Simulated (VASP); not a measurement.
Here is a VASP 6.6.1 calculation.

The input INCAR:

```
PREC = Accurate
ENCUT = 520
EDIFF = 1E-7
ISMEAR = -1
SIGMA = 0.05
LREAL = F
LASPH = T
NELM = 100
ALGO = Normal
ISIF = 2
LWAVE = F
LCHARG = F
GGA = CA
NBANDS = 15
```

File KPOINTS:

```
regular mesh
0
Gamma
  9 9 5
```

File POSCAR:

```
Os
1.0
    2.7031770536      0.0000000000      0.0000000000
   -1.3515885268      2.3410199994      0.0000000000
    0.0000000000      0.0000000000      4.2790707365
Os
2
Direct
    0.3333333333      0.6666666667      0.2500000000
    0.6666666667      0.3333333333      0.7500000000
```

Potentials or basis: VASP PAW LDA potentials, release 64 (Os).

Command:

```sh
$ cat potpaw_LDA.64/Os/POTCAR > POTCAR
$ mpirun -np 1 vasp_std > vasp.out
```

Q: Estimate the band gap on the k mesh.

A: Zero (band 8 reaches 12.03 eV, above the bottom of band 9 at 7.99 eV).

Q: Predict the pressure.

A: 6.2 GPa.

Stress tensor (GPa, compression positive):
```
6.21 0.00 0.00
0.00 6.21 0.00
0.00 0.00 6.07
```

Caveat: spin-orbit coupling is left out, which moves the levels of the heavy elements.
